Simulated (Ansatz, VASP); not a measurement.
# TaN in VASP and in Ansatz

Contents of INCAR:

```
PREC = Accurate
ENCUT = 600
EDIFF = 1E-6
ISMEAR = -1
SIGMA = 0.1
LREAL = F
LASPH = T
NELM = 120
ALGO = Normal
ISIF = 2
LWAVE = F
LCHARG = F
NBANDS = 36
GGA_COMPAT = F
```

KPOINTS

```
regular mesh
0
Gamma
  2 2 3
```

Contents of POSCAR:

```
TaN
1.0
    5.1910000000      0.0000000000      0.0000000000
   -2.5955000000      4.4955378700      0.0000000000
    0.0000000000      0.0000000000      2.9080000000
Ta N
3 3
Direct
    0.0000000000      0.0000000000      0.0000000000
    0.3333333333      0.6666666667      0.5000000000
    0.6666666667      0.3333333333      0.5000000000
    0.5000000000      0.0000000000      0.0000000000
    0.5000000000      0.5000000000      0.0000000000
    0.0000000000      0.5000000000      0.0000000000
```

Input for Ansatz:

```yaml
crystal:
  lattice:
    - [5.191, 0.0, 0.0]
    - [-2.5955, 4.49553787, 0.0]
    - [0.0, 0.0, 2.908]
  atoms:
    - { symbol: Ta, position: [0.0, 0.0, 0.0] }
    - { symbol: Ta, position: [0.3333333333333333, 0.6666666666666666, 0.5] }
    - { symbol: Ta, position: [0.6666666666666666, 0.3333333333333333, 0.5] }
    - { symbol: "N", position: [0.5, 0.0, 0.0] }
    - { symbol: "N", position: [0.5, 0.5, 0.0] }
    - { symbol: "N", position: [0.0, 0.5, 0.0] }
basis:
  ecutwfc: 450.0
kpoints:
  mp_grid:
    grid: [2, 2, 3]
hamiltonian:
  xc: lda
scf:
  occupations:
    method: fermi_dirac
    width: 0.1
output:
  forces: true
  stress: true
```

Alike in both runs: task single point; functional LDA; k mesh 2 × 2 × 3; occupations fermi-dirac, width 0.1 eV; no spin polarisation.

|  | VASP | Ansatz |
| --- | --- | --- |
| version | VASP 6.6.1 | Ansatz 0.2.0 |
| potentials or method | VASP PAW LDA potentials, release 64 (Ta_sv_GW, N), cutoff 600 eV | plane waves, PAW |
| valence electrons in the cell | 54 | 54 |

```tsv
	VASP	Ansatz	Ansatz less VASP
pressure (GPa)	-4.5	-5.5	-0.98
traceless stress, the component that is largest in VASP (GPa)	-1.82	-2.08	-0.262
```

LDA's correlation is that of Perdew and Zunger in VASP and of Perdew and Wang (1992) in Ansatz.

The k mesh is coarse, so the values compare programs but aren't converged. Neither program's run includes spin-orbit coupling.
